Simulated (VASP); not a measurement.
# HfHF3 (P4/mmm) in VASP: single point with PBE

Aim: the single point of HfHF3 with PBE.

All numbers are computed with VASP 6.6.1; they aren't measurements. Logs are shortened: lines on timing, memory, paths and dates and some standing lists are left out, and cuts for length are marked.

## 1. The cell of the first run

Symmetry: P4/mmm, No. 123, tetragonal system. Conventional cell: a = 3.424 Å, b = 3.424 Å, c = 3.984 Å, α = 90.00°, β = 90.00°, γ = 90.00°. Within 3.2 Å of Hf (site symmetry 4/mmm) lie 12 F at 2.42 to 2.63 Å and 8 H at 3.14 Å. Within 2.3 Å of H (site symmetry 4/mmm) lie 6 F at 1.71 to 1.99 Å. F (site symmetry 4/mmm) has 2 H at 1.99 Å and 4 Hf at 2.42 Å and 8 F at 2.63 Å within 2.7 Å. Within 2.3 Å of F (site symmetry mmm) lie 2 H at 1.71 Å.

## 2. Single point, PBE

File POSCAR:

```
HfHF3
1.0
    3.4239649577      0.0000000000      0.0000000000
    0.0000000000      3.4239649577      0.0000000000
    0.0000000000      0.0000000000      3.9840822537
Hf H F
1 1 3
Direct
    0.5000000000      0.5000000000      0.5000000000
    0.0000000000      0.0000000000      0.0000000000
    0.0000000000      0.0000000000      0.5000000000
    0.0000000000      0.5000000000      0.0000000000
    0.5000000000      0.0000000000      0.0000000000
```

File INCAR.step1:

```
SYSTEM = HfHF3
  ALGO = Normal
  EDIFF = 1E-6
  ENCUT = 520
  GGA = PE
  ISIF = 2
  ISMEAR = 0
  LASPH = .True.
  LCHARG = .True.
  LMAXMIX = 4
  LREAL = .False.
  LWAVE = .False.
  NBANDS = 24
  NELM = 60
  PREC = Accurate
  SIGMA = 0.1
```

File KPOINTS.step1:

```
k-points
0
Gamma
  12 12 10
  0 0 0
```

File INCAR.step2:

```
SYSTEM = HfHF3
  ALGO = Normal
  EDIFF = 1E-6
  ENCUT = 520
  GGA = PE
  ICHARG = 11
  ISIF = 2
  ISMEAR = -5
  LASPH = .True.
  LCHARG = .False.
  LMAXMIX = 4
  LORBIT = 11
  LREAL = .False.
  LWAVE = .False.
  NBANDS = 24
  NEDOS = 1001
  NELM = 60
  PREC = Accurate
  SIGMA = 0.1
```

File KPOINTS.step2:

```
k-points
0
Gamma
  18 18 15
  0 0 0
```

Potentials or basis: VASP PAW PBE potentials, release 64 (Hf_pv, H, F).

On the command line:

```sh
$ cat potpaw_PBE.64/Hf_pv/POTCAR potpaw_PBE.64/H/POTCAR potpaw_PBE.64/F/POTCAR > POTCAR
$ cp INCAR.step1 INCAR
$ cp KPOINTS.step1 KPOINTS
$ mpirun -np 1 vasp_std > vasp.out
$ cp INCAR.step2 INCAR
$ cp KPOINTS.step2 KPOINTS
$ mpirun -np 1 vasp_std > vasp.out
```

OUTCAR:

```text
SYSTEM = HfHF3
   EDIFF = 1E-6
   ENCUT = 520
   GGA = PE
   ICHARG = 11
   ISIF = 2
   ISMEAR = -5
   LASPH = .True.
   LORBIT = 11
   LREAL = .False.
   NELM = 60
   PREC = Accurate

 ion  position               nearest neighbor table
   1  0.500  0.500  0.500-   3 2.42   3 2.42   3 2.42   3 2.42   5 2.63   4 2.63   5 2.63   5 2.63
                             5 2.63   4 2.63   4 2.63   4 2.63
   2  0.000  0.000  0.000-
   3  0.000  0.000  0.500-   1 2.42   1 2.42   1 2.42   1 2.42
   4  0.000  0.500  0.000-   1 2.63   1 2.63   1 2.63   1 2.63
   5  0.500  0.000  0.000-   1 2.63   1 2.63   1 2.63   1 2.63

  LATTYP: Found a simple tetragonal cell.
 ALAT       =     3.4239649577
 C/A-ratio  =     1.1635873331

  Lattice vectors:

 A1 = (   3.4239649577,   0.0000000000,   0.0000000000)
 A2 = (   0.0000000000,   3.4239649577,   0.0000000000)
 A3 = (   0.0000000000,   0.0000000000,   3.9840822537)

Analysis of symmetry for initial positions (statically):
=====================================================================
 Subroutine PRICEL returns:
 Original cell was already a primitive cell.

 Routine SETGRP: Setting up the symmetry group for a
 simple tetragonal supercell.

 Subroutine GETGRP returns: Found 16 space group operations
 (whereof 16 operations were pure point group operations)
 out of a pool of 16 trial point group operations.

The static configuration has the point symmetry D_4h.

Analysis of symmetry for dynamics (positions and initial velocities):
=====================================================================
 Subroutine PRICEL returns:
 Original cell was already a primitive cell.

 Routine SETGRP: Setting up the symmetry group for a
 simple tetragonal supercell.

 Subroutine GETGRP returns: Found 16 space group operations
 (whereof 16 operations were pure point group operations)
 out of a pool of 16 trial point group operations.

The dynamic configuration has the point symmetry D_4h.

 Subroutine INISYM returns: Found 16 space group operations
 (whereof 16 operations are pure point group operations),
 and found     1 'primitive' translations

----------------------------------------------------------------------------------------

                                     Primitive cell

  volume of cell :      46.7075

  direct lattice vectors                    reciprocal lattice vectors
     3.423964958  0.000000000  0.000000000     0.292059064  0.000000000  0.000000000
     0.000000000  3.423964958  0.000000000     0.000000000  0.292059064  0.000000000
     0.000000000  0.000000000  3.984082254     0.000000000  0.000000000  0.250998834

  length of vectors
     3.423964958  3.423964958  3.984082254     0.292059064  0.292059064  0.250998834

  position of ions in fractional coordinates (direct lattice)
     0.500000000  0.500000000  0.500000000
     0.000000000  0.000000000  0.000000000
     0.000000000  0.000000000  0.500000000
     0.000000000  0.500000000  0.000000000
     0.500000000  0.000000000  0.000000000

  ion indices of the primitive-cell ions
   primitive index   ion index
                 1           1
                 2           2
                 3           3
                 4           4
                 5           5

----------------------------------------------------------------------------------------

 KPOINTS: k-points

Automatic generation of k-mesh.
 Grid dimensions read from file:
 generate k-points for:   18   18   15

 Generating k-lattice:

  Cartesian coordinates                     Fractional coordinates (reciprocal lattice)
     0.016225504  0.000000000  0.000000000     0.055555556  0.000000000  0.000000000
     0.000000000  0.016225504  0.000000000     0.000000000  0.055555556  0.000000000
     0.000000000  0.000000000  0.016733256     0.000000000  0.000000000  0.066666667

  Length of vectors
     0.016225504  0.016225504  0.016733256

  Shift w.r.t. Gamma in fractional coordinates (k-lattice)
     0.000000000  0.000000000  0.000000000

 TETIRR: Found   7299 inequivalent tetrahedra from    29160

 Subroutine IBZKPT returns following result:
 ===========================================

 Found    440 irreducible k-points:

 Following reciprocal coordinates:
            Coordinates               Weight
  0.000000  0.000000  0.000000      1.000000
  0.055556  0.000000  0.000000      4.000000
  0.111111  0.000000  0.000000      4.000000
  0.166667  0.000000  0.000000      4.000000
  0.222222  0.000000  0.000000      4.000000
  0.277778  0.000000  0.000000      4.000000
[... 16 lines left out ...]
  0.277778  0.111111  0.000000      8.000000
  0.333333  0.111111  0.000000      8.000000
 [... further k-points ...]
   k-points           NKPTS =    440   k-points in BZ     NKDIM =    440   number of bands    NBANDS=     24
   number of dos      NEDOS =   1001   number of ions     NIONS =      5
   total plane-waves  NPLWV =  23520
   dimension x,y,z NGX =    28 NGY =   28 NGZ =   30
   dimension x,y,z NGXF=    56 NGYF=   56 NGZF=   60
   ions per type =               1   1   3
   NGX,Y,Z   is equivalent  to a cutoff of  13.60, 13.60, 12.52 a.u.
   NGXF,Y,Z  is equivalent  to a cutoff of  27.19, 27.19, 25.04 a.u.
 SYSTEM =  HfHF3
   PREC   = accura    normal or accurate (medium, high low for compatibility)
   ISTART =      0    job   : 0-new  1-cont  2-samecut
   ICHARG =     11    charge: 1-file 2-atom 10-const
   ISPIN  =      1    spin polarized calculation?
   LNONCOLLINEAR =      F non collinear calculations
   LSORBIT =      F    spin-orbit coupling
   LASPH  =      T    aspherical Exc in radial PAW
   ENCUT  =  520.0 eV  38.22 Ry    6.18 a.u.   6.37  6.37  7.41*2*pi/ulx,y,z
   NELM   =     60;   NELMIN=  2; NELMDL=  0     # of ELM steps
   EDIFF  = 0.1E-05   stopping-criterion for ELM
   LREAL  =      F    real-space projection
   EDIFFG = 0.1E-04   stopping-criterion for IOM
   NSW    =      0    number of steps for IOM
   IBRION =     -1    ionic relax: 0-MD 1-quasi-New 2-CG
   NFREE  =      0    steps in history (QN), initial steepest desc. (CG)
   ISIF   =      2    stress and relaxation
   ISYM   =      2    0-nonsym 1-usesym 2-fastsym
   POTIM  = 0.5000    time-step for ionic-motion
   TEBEG  =    0.0;   TEEND  =   0.0 temperature during run
   PSTRESS=    0.0 pullay stress
   NELECT =      32.0000    total number of electrons
   NUPDOWN=      -1.0000    fix difference up-down
   EMIN   =  10.00;   EMAX   =-10.00  energy-range for DOS
   EFERMI =   0.00;   METHOD = LEGACY
   ISMEAR =    -5;   SIGMA  =   0.10  broadening in eV -4-tet -1-fermi 0-gaus
   EFERMI_NEDOS =   21; number of points for ismear=-14 and -15
   IALGO  =     38    algorithm
   IMIX   =      4    mixing-type and parameters
     AMIX     =   0.40;   BMIX     =  1.00
     AMIX_MAG =   1.60;   BMIX_MAG =  1.00
  volume/ion in A,a.u.               =       9.34        63.04
  Fermi-wavevector in a.u.,A,eV,Ry     =   1.443209  2.727269 28.338919  2.082852
  Thomas-Fermi vector in A             =   2.561642
   LORBIT       =     11    0 simple, 1 ext, 2 COOP (PROOUT), +10 PAW based schemes
   GGA     = PE    functional components
   LHFCALC =     F    Hartree Fock is set to
   AEXX    =    0.0000 exact exchange contribution
   IVDW    =     0    specifies the selected vdW correction
   LEPSILON=     F    determine dielectric tensor
   LRPA    =     F    only Hartree local field effects (RPA)
 non-spin polarized calculation
 Fermi weights with tetrahedron method with Bloechl corrections
  energy-cutoff  :      520.00
  volume of cell :       46.71
 maximum number of plane-waves:      1277
 NGX is ok and might be reduce to    28

 number of electron      31.9999944 magnetization

 Free energy of the ion-electron system (eV)
  ---------------------------------------------------
  ext. energy  EPLUGINS =         0.00000000
  ---------------------------------------------------
  free energy    TOTEN  =       -25.09840167 eV

  energy without entropy =      -25.09840167  energy(sigma->0) =      -25.09840167

 E-fermi :   6.8308     XC(G=0): -11.4732

 val. band max:        6.8278619773   @ k =   0.2222   0.1111   0.3333
 cond. band min:       6.8118316712   @ k =   0.3889   0.3889   0.4000
 fundamental gap:     -0.0160303062
 Fermi energy:         6.8308016080

 k-point     1 :       0.0000    0.0000    0.0000
  band No.  band energies     occupation
      1     -27.1735      2.00000
      2     -26.7973      2.00000
      3     -26.7973      2.00000
      4     -20.7906      2.00000
      5     -19.6222      2.00000
      6     -18.7367      2.00000
[... 16 lines left out ...]
     23      16.5000      0.00000
     24      17.3871      0.00000

 k-point     2 :       0.0556    0.0000    0.0000
  band No.  band energies     occupation
      1     -27.1729      2.00000
      2     -26.8068      2.00000
      3     -26.7966      2.00000
      4     -20.7739      2.00000
      5     -19.6184      2.00000
      6     -18.7466      2.00000
[... 16 lines left out ...]
     23      16.5000      0.00000
     24      17.3739      0.00000

 k-point     3 :       0.1111    0.0000    0.0000
  band No.  band energies     occupation
      1     -27.1711      2.00000
      2     -26.8339      2.00000
      3     -26.7944      2.00000
      4     -20.7243      2.00000
      5     -19.6063      2.00000
      6     -18.7763      2.00000
[... 16 lines left out ...]
     23      16.5001      0.00000
     24      17.3353      0.00000

 k-point     4 :       0.1667    0.0000    0.0000
  band No.  band energies     occupation
      1     -27.1682      2.00000
      2     -26.8749      2.00000
      3     -26.7910      2.00000
      4     -20.6455      2.00000
      5     -19.5877      2.00000
      6     -18.8250      2.00000
[... 16 lines left out ...]
     23      16.5002      0.00000
     24      17.2722      0.00000

 k-point     5 :       0.2222    0.0000    0.0000
  band No.  band energies     occupation
      1     -27.1648      2.00000
      2     -26.9244      2.00000
      3     -26.7869      2.00000
      4     -20.5437      2.00000
      5     -19.5649      2.00000
      6     -18.8913      2.00000
[... 16 lines left out ...]
     23      16.5001      0.00000
     24      17.1888      0.00000

 k-point     6 :       0.2778    0.0000    0.0000
  band No.  band energies     occupation
      1     -27.1611      2.00000
      2     -26.9761      2.00000
      3     -26.7825      2.00000
      4     -20.4258      2.00000
      5     -19.5395      2.00000
      6     -18.9721      2.00000
[... 16 lines left out ...]
     23      16.4994      0.00000
     24      16.9165      0.00000
[... 379 lines left out ...]
 k-point    21 :       0.1667    0.1111    0.0000
  band No.  band energies     occupation
      1     -27.1658      2.00000
      2     -26.8728      2.00000
      3     -26.8215      2.00000
      4     -20.5907      2.00000
      5     -19.5786      2.00000
      6     -18.8565      2.00000
[... 16 lines left out ...]
     23      16.5002      0.00000
     24      17.2378      0.00000

 k-point    22 :       0.2222    0.1111    0.0000
  band No.  band energies     occupation
      1     -27.1624      2.00000
      2     -26.9193      2.00000
      3     -26.8170      2.00000
      4     -20.4974      2.00000
      5     -19.5598      2.00000
      6     -18.9171      2.00000
[... 16 lines left out ...]
     23      16.5001      0.00000
     24      17.1679      0.00000

 k-point    23 :       0.2778    0.1111    0.0000
  band No.  band energies     occupation
      1     -27.1587      2.00000
      2     -26.9687      2.00000
      3     -26.8116      2.00000
      4     -20.3902      2.00000
      5     -19.5384      2.00000
      6     -18.9921      2.00000
[... 16 lines left out ...]
     23      16.4972      0.00000
     24      16.8956      0.00000

 k-point    24 :       0.3333    0.1111    0.0000
  band No.  band energies     occupation
      1     -27.1553      2.00000
      2     -27.0146      2.00000
      3     -26.8063      2.00000
      4     -20.2787      2.00000
      5     -19.5155      2.00000
      6     -19.0773      2.00000
[... 16 lines left out ...]
     23      15.5885      0.00000
     24      16.5105      0.00000

 [... further k-points ...]

------------------------ aborting loop because EDIFF is reached ----------------------------------------

  FORCE on cell =-STRESS in cart. coord.  units (eV):
  Direction    XX          YY          ZZ          XY          YZ          ZX
  --------------------------------------------------------------------------------------
  -------------------------------------------------------------------------------------
  Total       -0.5421927     -0.5421927     -0.4598352      0.0000000      0.0000000      0.0000000
  in kB      -18.5984757    -18.5984757    -15.7734186      0.0000000      0.0000000      0.0000000
  external PRESSURE =     -17.6567900 kB  Pullay stress =       0.0000000 kB

 VOLUME and BASIS-vectors are now :
 -----------------------------------------------------------------------------
  energy-cutoff  :      520.00
  volume of cell :       46.71
      direct lattice vectors                 reciprocal lattice vectors
     3.423964958  0.000000000  0.000000000     0.292059064  0.000000000  0.000000000
     0.000000000  3.423964958  0.000000000     0.000000000  0.292059064  0.000000000
     0.000000000  0.000000000  3.984082254     0.000000000  0.000000000  0.250998834

 POSITION                                       TOTAL-FORCE (eV/Angst)
 -----------------------------------------------------------------------------------
      1.71198      1.71198      1.99204         0.000000      0.000000      0.000000
      0.00000      0.00000      0.00000         0.000000      0.000000      0.000000
      0.00000      0.00000      1.99204         0.000000      0.000000      0.000000
      0.00000      1.71198      0.00000         0.000000      0.000000      0.000000
      1.71198      0.00000      0.00000         0.000000      0.000000      0.000000
 -----------------------------------------------------------------------------------
    total drift:                                0.000000      0.000000     -0.000000

  FREE ENERGIE OF THE ION-ELECTRON SYSTEM (eV)
  ---------------------------------------------------
  free  energy   TOTEN  =       -25.0984016748 eV

  energy  without entropy=      -25.0984016748  energy(sigma->0) =      -25.09840167

 total charge

# of ion       s       p       d       tot
------------------------------------------
    1        0.182   6.137   1.423   7.742
    2        0.334   0.017   0.000   0.351
    3        1.753   4.333   0.000   6.086
    4        1.759   4.301   0.000   6.060
    5        1.759   4.301   0.000   6.060
--------------------------------------------------
tot          5.787  19.089   1.423  26.299
```

Run time: 7.6 min. Hardware: 1 thread of Intel Xeon 8259CL, shared host; peak memory 0.52 GiB.

Results:

- Valence electrons inside the program's atomic spheres: Hf 7.74; H 0.35; F 6.09, 6.06 (each value once)

Caveat: spin-orbit coupling is left out, which moves the levels of the heavy elements.
